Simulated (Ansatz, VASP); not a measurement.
## One calculation of MgS, two programs

```
Mg S
1.0
     3.64543    0.00000    0.00000
    -1.82272    3.15704    0.00000
     0.00000    0.00000    6.14736
Mg S
2 2
Direct
  0.00000 0.00000 0.00000
  0.00000 0.00000 0.50000
  0.33333 0.66667 0.25000
  0.66667 0.33333 0.75000
```

Alike in both runs: task single point; functional PBE-based screened hybrid with a share of 1.0 of exact exchange and HFSCREEN = 0.5; k mesh 6 × 6 × 2; no spin polarisation.

|  | VASP | Ansatz |
| --- | --- | --- |
| version | VASP 6.6.1 | Ansatz 0.2.0 |
| potentials or method | VASP PAW PBE potentials, release 64 (Mg, S) | plane waves |
| plane-wave cutoff (eV) | 520 | 420 |
| occupations | gaussian, width 0.01 eV | fixed |
| valence electrons in the cell | 16 | 32 |

Ansatz gave:

| Property | Result |
| --- | --- |
| gap on the k mesh at the Fermi level (eV) | 5.55 |
| pressure (GPa) | -3.0 |
| traceless stress, the component that is largest in VASP (GPa) | -0.17 |

Task: What did VASP give for the same quantities?

Result: gap on the k mesh at the Fermi level (eV): 5.37; pressure (GPa): -3.5; traceless stress, the component that is largest in VASP (GPa): -0.28.

VASP's potentials were made for PBE, not for PBE-based screened hybrid. VASP's potentials hold 16 valence electrons a cell and Ansatz's 32, so a difference there can come from the potentials and not from the codes. Ansatz's warnings: stress exchange threshold loose, stress scf threshold loose.

The k mesh is coarse, so the values compare programs but aren't converged.
